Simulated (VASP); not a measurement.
**B3AsN2: single point with PBE**

B3AsN2:

```
N As B
1.0
     2.84300    0.00000    0.00000
    -1.42150    2.46211    0.00000
     0.00000    0.00000    7.10432
N As B
2 1 3
Direct
  0.00000 0.00000 0.01683
  0.33333 0.66667 0.30561
  0.66667 0.33333 0.66599
  0.33333 0.66667 0.08758
  0.66667 0.33333 0.37475
  0.00000 0.00000 0.79925
```

* Program: VASP 6.6.1
* Task: single point
* Functional: PBE
* Potentials or basis: VASP PAW PBE potentials, release 64 (N, As, B)
* Cutoff: 520 eV
* k mesh: 12 × 12 × 4
* Occupations: fermi-dirac, width 0.02 eV
* Spin: non-collinear spin, zero start, spin-orbit coupling
* Starting moments: [[0.0, 0.0, 0.0], [0.0, 0.0, 0.0], [0.0, 0.0, 0.0], [0.0, 0.0, 0.0], [0.0, 0.0, 0.0], [0.0, 0.0, 0.0]] μB
* Dipole correction: no
* Further INCAR settings: ALGO = Normal; EDIFF = 1e-06; NBANDS = 40

```json
{
 "Pressure": "4.0 GPa",
 "Largest force": "0.574 eV/Å",
 "Net moment": "0.00 μB per cell",
 "Valence electrons inside the program's atomic spheres": "N 3.77, 3.78; As 3.25; B 1.75, 1.69, 2.18"
}
```

Forces in eV/Å, atoms in the order of the input:
```
N    0.000  0.000  0.049
N    0.000  0.000  0.168
As   0.000  0.000 -0.475
B    0.000  0.000 -0.114
B    0.000  0.000 -0.201
B    0.000  0.000  0.574
```

Stress tensor (GPa, compression positive):
```
3.20 0.00 0.00
0.00 3.20 0.00
0.00 0.00 5.46
```

Moments on the atoms (μB; x, y, z):
```
N   0.00 0.00 0.00
N   0.00 0.00 0.00
As  0.00 0.00 0.00
B   0.00 0.00 0.00
B   0.00 0.00 0.00
B   0.00 0.00 0.00
```

Run time: 9.4 min on 1 thread of Intel(R) Xeon(R) Platinum 8259CL CPU @ 2.50GHz (Skylake/Cascade Lake) (shared host), peak memory 0.54 GiB.
